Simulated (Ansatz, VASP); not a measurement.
# Ni3Ge in VASP and in Ansatz

```
CELL_PARAMETERS angstrom
3.52491 0.00000 0.00000
0.00000 3.52491 0.00000
0.00000 0.00000 3.52491
ATOMIC_POSITIONS crystal
Ni 0.50000 0.00000 0.50000
Ni 0.00000 0.50000 0.50000
Ni 0.50000 0.50000 0.00000
Ge 0.00000 0.00000 0.00000
```

Alike in both runs: task relaxation of cell and atoms; functional PBEsol; k mesh 12 × 12 × 12; occupations fermi-dirac, width 0.15 eV; no spin polarisation.

|  | VASP | Ansatz |
| --- | --- | --- |
| version | VASP 6.6.1 | Ansatz 0.2.0 |
| potentials or method | VASP PAW PBE potentials, release 64 (Ni, Ge_d), cutoff 600 eV | scalar-relativistic, plane waves, PAW |
| valence electrons in the cell | 44 | 68 |

|  | VASP | Ansatz | Ansatz less VASP |
| --- | --- | --- | --- |
| gap on the k mesh at the Fermi level, each at its own relaxed structure (eV) | none | none | - |
| relaxed volume (Å³/atom) | 10.98 | 10.97 | -0.008 |
| relaxed cell length with the largest relative difference (Å) | 3.528 | 3.527 | -0.0009 |

VASP's potentials were made for PBE, not for PBEsol. A gap of «none» marks a metal or a gap that the smearing closes. VASP's potentials hold 44 valence electrons a cell and Ansatz's 68, so a difference there can come from the potentials and not from the codes.
